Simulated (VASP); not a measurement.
## Ga2Sb2CO: single point with PBE+D3(BJ)

The system is Ga2Sb2CO, a slab with vacuum.

```
Sb Ga O C
1.0
     4.33438    0.00000    0.00000
    -2.16719    3.75368    0.00000
     0.00000    0.00000   23.31974
Sb Ga O C
2 2 1 1
Cartesian
  0.0000 0.0000 4.0000
  0.0000 2.5025 7.6992
  0.0000 2.5025 4.8848
  2.1672 1.2512 8.4697
  3.6120 2.0854 12.1697
  3.6120 2.0854 13.3197
```

```json
{"Program": "VASP 6.6.1", "Task": "single point", "Functional": "PBE", "Dispersion": "D3(BJ)", "Potentials or basis": "VASP PAW PBE potentials, release 64 (Sb, Ga_d, O, C)", "Cutoff": "520 eV", "k mesh": "6 × 6 × 1", "Occupations": "gaussian, width 0.1 eV", "Spin": "no spin polarisation"}
```

```
Largest force              : 0.714 eV/Å
Band gap on the k mesh     : 0.04 eV, indirect (least direct gap 0.14 eV)
Dispersion energy per atom : -0.162 eV
```

Forces on the atoms (eV/Å):
```
Sb   0.002  0.001  0.170
Sb  -0.002 -0.001 -0.021
Ga   0.000  0.000 -0.145
Ga   0.001  0.000  0.019
O   -0.001  0.000  0.691
C    0.000  0.000 -0.714
```

Levels at points of the mesh, in eV from the valence-band top:
| k point | band 21 | band 22 | band 23 | band 24 | band 25 | band 26 |
| --- | --- | --- | --- | --- | --- | --- |
| (0.00, 0.00, 0.00) | -1.13 | 0.00 | 0.00 | 0.14 | 0.88 | 1.45 |
| (0.50, 0.00, 0.00) | -2.47 | -1.30 | -1.20 | 0.39 | 0.69 | 1.17 |
| (0.00, 0.50, 0.00) | -2.47 | -1.30 | -1.19 | 0.39 | 0.68 | 1.17 |

It took 100 s on 1 thread of Intel(R) Xeon(R) 6975P-C (Granite Rapids), with other jobs on the host, peak memory 0.56 GiB.

Caveat: spin-orbit coupling is left out, which moves the levels of the heavy elements.
